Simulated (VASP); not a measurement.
CdTe: single point with HSE06

The system is CdTe.

```
CELL_PARAMETERS angstrom
0.00000 3.24718 3.24718
3.24718 0.00000 3.24718
3.24718 3.24718 0.00000
ATOMIC_POSITIONS crystal
Te 0.75000 0.75000 0.75000
Cd 0.00000 0.00000 0.00000
```

- Program: VASP 6.6.1
- Task: single point
- Functional: HSE06
- Potentials or basis: VASP PAW PBE potentials, release 64 (Te, Cd)
- Cutoff: 520 eV
- k mesh: 4 × 4 × 4
- Occupations: fermi-dirac, width 0.05 eV
- Spin: no spin polarisation
- Dipole correction: no
- Grid for exact exchange (PRECFOCK): Normal
- Further INCAR settings: ALGO = Normal; EDIFF = 1e-06; NBANDS = 16
- Share of exact exchange: 0.25
- Screening parameter: 0.2079 1/Å

```
Pressure               : 1.5 GPa
Band gap on the k mesh : 1.54 eV
```

Levels at points of the mesh, in eV from the valence-band top:
| k point | band 7 | band 8 | band 9 | band 10 | band 11 | band 12 |
| --- | --- | --- | --- | --- | --- | --- |
| (0.00, 0.00, 0.00) | 0.00 | 0.00 | 0.00 | 1.54 | 5.47 | 5.47 |
| (0.50, 0.00, 0.00) | -4.70 | -0.82 | -0.82 | 2.61 | 6.05 | 6.05 |
| (0.50, 0.50, 0.00) | -4.57 | -1.98 | -1.98 | 3.28 | 3.47 | 9.95 |

Wall time 7.2 min on 1 thread of Intel(R) Xeon(R) 6975P-C (Granite Rapids), with other jobs on the host, peak memory 0.32 GiB.

Caveat: the PAW data sets were made with another functional, which shifts forces and pressure a little; spin-orbit coupling is left out, which moves the levels of the heavy elements.
